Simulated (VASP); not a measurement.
# Sn in VASP: a series of runs, part 2 of 2

VASP 6.6.1. Earlier steps stand in the parts before.

### 4 Electric field gradients, PBEsol (32.82 Å³/atom)

This run uses another cell than the first one, of 32.82 Å³/atom.

Contents of INCAR:

```
SYSTEM = Sn
ALGO     = Normal         ! electronic algorithm
EDIFF    = 1E-8           ! SCF threshold, eV
ENCUT    = 520            ! plane-wave cutoff, eV
GGA      = PS             ! functional
ISIF     = 2              ! what is computed and relaxed
ISMEAR   = -1             ! smearing method
LASPH    = .True.         ! aspherical terms in the spheres
LCHARG   = .False.        ! write CHGCAR
LEFG     = .True.       
LREAL    = .False.        ! projectors in reciprocal space
LWAVE    = .False.        ! write WAVECAR
NBANDS   = 21             ! bands
NELM     = 60             ! most SCF steps
PREC     = Accurate       ! precision mode
SIGMA    = 0.05           ! smearing width, eV
```

Contents of KPOINTS:

```
k-points
0
Gamma
  11 11 11
  0 0 0
```

Contents of POSCAR:

```
Sn
1.0
    0.0000000000      3.2017351634      3.2017351634
    3.2017351634      0.0000000000      3.2017351634
    3.2017351634      3.2017351634      0.0000000000
Sn
2
Direct
    0.5000000000      0.5000000000      0.5000000000
    0.7500000000      0.7500000000      0.7500000000
```

Potentials or basis: VASP PAW PBE potentials, release 64 (Sn_d).

Launch:

```
$ cat potpaw_PBE.64/Sn_d/POTCAR > POTCAR
$ mpirun -np 1 vasp_std > vasp.out
```

OUTCAR:

```text
SYSTEM = Sn
   EDIFF = 1E-8
   ENCUT = 520
   GGA = PS
   ISIF = 2
   ISMEAR = -1
   LASPH = .True.
   LREAL = .False.
   NELM = 60
   PREC = Accurate

 ion  position               nearest neighbor table
   1  0.500  0.500  0.500-   2 2.77   2 2.77   2 2.77   2 2.77
   2  0.750  0.750  0.750-   1 2.77   1 2.77   1 2.77   1 2.77

  LATTYP: Found a face centered cubic cell.
 ALAT       =     6.4034703268

  Lattice vectors:

 A1 = (   0.0000000000,   3.2017351634,   3.2017351634)
 A2 = (   3.2017351634,   0.0000000000,   3.2017351634)
 A3 = (   3.2017351634,   3.2017351634,   0.0000000000)

Analysis of symmetry for initial positions (statically):
=====================================================================
 Subroutine PRICEL returns:
 Original cell was already a primitive cell.

 Routine SETGRP: Setting up the symmetry group for a
 face centered cubic supercell.

 Subroutine GETGRP returns: Found 48 space group operations
[... 765 lines left out ...]
  volume of cell :       65.64
      direct lattice vectors                 reciprocal lattice vectors
     0.000000000  3.201735163  3.201735163    -0.156165321  0.156165321  0.156165321
     3.201735163  0.000000000  3.201735163     0.156165321 -0.156165321  0.156165321
     3.201735163  3.201735163  0.000000000     0.156165321  0.156165321 -0.156165321

 POSITION                                       TOTAL-FORCE (eV/Angst)
 -----------------------------------------------------------------------------------
      3.20174      3.20174      3.20174         0.000000      0.000000      0.000000
      4.80260      4.80260      4.80260        -0.000000     -0.000000     -0.000000
 -----------------------------------------------------------------------------------
    total drift:                                0.000000      0.000000      0.000000

  FREE ENERGIE OF THE ION-ELECTRON SYSTEM (eV)
  ---------------------------------------------------
  free  energy   TOTEN  =        -8.4270131467 eV

  energy  without entropy=       -8.4256351519  energy(sigma->0) =       -8.42632415

 Electric field gradients (V/A^2)
---------------------------------------------------------------------
 ion       V_xx      V_yy      V_zz      V_xy      V_xz      V_yz
---------------------------------------------------------------------
   1       0.000     0.000    -0.000    -0.001    -0.001    -0.001
   2       0.000     0.000    -0.000    -0.001    -0.001    -0.001
---------------------------------------------------------------------

 Electric field gradients after diagonalization (V/A^2)
 (convention: |V_zz| > |V_xx| > |V_yy|)
----------------------------------------------------------------------
 ion       V_xx      V_yy      V_zz     asymmetry (V_yy - V_xx)/ V_zz
----------------------------------------------------------------------
   1       0.001     0.001    -0.003       0.000
   2       0.001     0.001    -0.003       0.000
----------------------------------------------------------------------

           NMR quadrupolar parameters

 Cq : quadrupolar parameter    Cq=e*Q*V_zz/h
 eta: asymmetry parameters     (V_yy - V_xx)/ V_zz
 Q  : nuclear electric quadrupole moment in mb (millibarn)
----------------------------------------------------------------------
 ion       Cq(MHz)       eta       Q (mb)
----------------------------------------------------------------------
   1      -0.000       0.000       1.000
   2      -0.000       0.000       1.000
----------------------------------------------------------------------
```

OSZICAR:

```text
N       E                     dE             d eps       ncg     rms          rms(c)
DAV:   1     0.232231129203E+03    0.23223E+03   -0.14867E+04  2377   0.198E+03
DAV:   2     0.174127197528E+02   -0.21482E+03   -0.21023E+03  2377   0.452E+02
DAV:   3    -0.770534219930E+01   -0.25118E+02   -0.24978E+02  2732   0.142E+02
DAV:   4    -0.851715665295E+01   -0.81181E+00   -0.81146E+00  2642   0.290E+01
DAV:   5    -0.854486035935E+01   -0.27704E-01   -0.27703E-01  3463   0.522E+00    0.348E+00
DAV:   6    -0.846436600717E+01    0.80494E-01   -0.42526E-02  3170   0.268E+00    0.198E+00
DAV:   7    -0.842574767820E+01    0.38618E-01   -0.59161E-02  2923   0.262E+00    0.169E-01
DAV:   8    -0.842676851086E+01   -0.10208E-02   -0.75085E-03  2577   0.101E+00    0.546E-02
DAV:   9    -0.842700708487E+01   -0.23857E-03   -0.39538E-04  2934   0.183E-01    0.134E-02
DAV:  10    -0.842701187772E+01   -0.47929E-05   -0.18229E-05  2931   0.382E-02    0.526E-03
DAV:  11    -0.842701329403E+01   -0.14163E-05   -0.30189E-06  2888   0.128E-02    0.827E-04
DAV:  12    -0.842701315870E+01    0.13533E-06   -0.25450E-07  2962   0.637E-03    0.318E-04
DAV:  13    -0.842701313422E+01    0.24484E-07   -0.15395E-08  2169   0.916E-04    0.644E-05
DAV:  14    -0.842701314853E+01   -0.14305E-07   -0.18051E-09  1566   0.470E-04    0.206E-05
DAV:  15    -0.842701314671E+01    0.18181E-08   -0.57906E-10  1441   0.283E-04
   1 F= -.84270131E+01 E0= -.84263241E+01  d E =-.137799E-02
```

stdout:

```text
POSCAR found type information on POSCAR Sn
 POSCAR found :  1 types and       2 ions
 scaLAPACK will be used
 -----------------------------------------------------------------------------
|                                                                             |
|                                                                             |
|     You enforced a specific xc type in the INCAR file but a different       |
|     I HOPE YOU KNOW WHAT YOU ARE DOING!                                     |
|                                                                             |
 -----------------------------------------------------------------------------

 LDA part: xc-table for (Slater+PW92), standard interpolation
 POSCAR, INCAR and KPOINTS ok, starting setup
 FFT: planning ... GRIDC
 FFT: planning ... GRID_SOFT
 FFT: planning ... GRID
 WAVECAR not read
 entering main loop
ion   1

ion   2
```

It took 40 s on 1 thread of Intel Xeon Platinum 8488C (Sapphire Rapids), shared host; peak memory 0.23 GiB.

Results:

```yaml
Free_energy: -8.4270 eV
Pressure: 3.0 GPa
Band_gap_on_the_k_mesh: zero (bands 14 and 15 overlap by 0.05 eV)
Largest_electric_field_gradient_by_atom: zero within the noise of the run
```

Levels at points of the mesh, in eV from the Fermi level:
```tsv
k point	band 10	band 11	band 12	band 13	band 14	band 15	band 16	band 17	band 18	band 19
(0.00, 0.00, 0.00)	-21.28	-10.93	-0.43	0.07	0.07	0.07	2.14	2.14	2.14	4.87
```

Caveat: the PAW data sets were made with another functional, which shifts forces and pressure a little; spin-orbit coupling is left out, which moves the levels of the heavy elements.
